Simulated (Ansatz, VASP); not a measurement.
LiF: VASP beside Ansatz

```
CELL_PARAMETERS angstrom
2.35477 0.00000 0.00000
0.00000 2.35477 0.00000
0.00000 0.00000 2.55953
ATOMIC_POSITIONS crystal
Li 0.00000 0.00000 0.00000
F 0.50000 0.50000 0.50000
```

Change from the starting cell: strain -0.080 along x and y, +0.000 along z, atoms carried along.

Alike in both runs: task single point; functional r2SCAN; k mesh 10 × 10 × 10; occupations gaussian, width 0.05 eV; no spin polarisation.

|  | VASP | Ansatz |
| --- | --- | --- |
| version | VASP 6.6.1 | Ansatz 0.2.0 |
| potentials or method | VASP PAW PBE potentials, release 64 (Li_sv, F), cutoff 520 eV | scalar-relativistic, plane waves, PAW |
| valence electrons in the cell | 10 | 10 |

Ansatz gave:

```
gap on the k mesh at the Fermi level (eV) : 9.64
least direct gap on the mesh (eV)         : 10.40
```

Task: Estimate VASP's values.

Result: gap on the k mesh at the Fermi level (eV): 9.98; least direct gap on the mesh (eV): 10.69.

VASP's potentials were made for PBE, not for r2SCAN.

Noted on VASP's run: the cutoff is short for stress, so the pressure is rough.
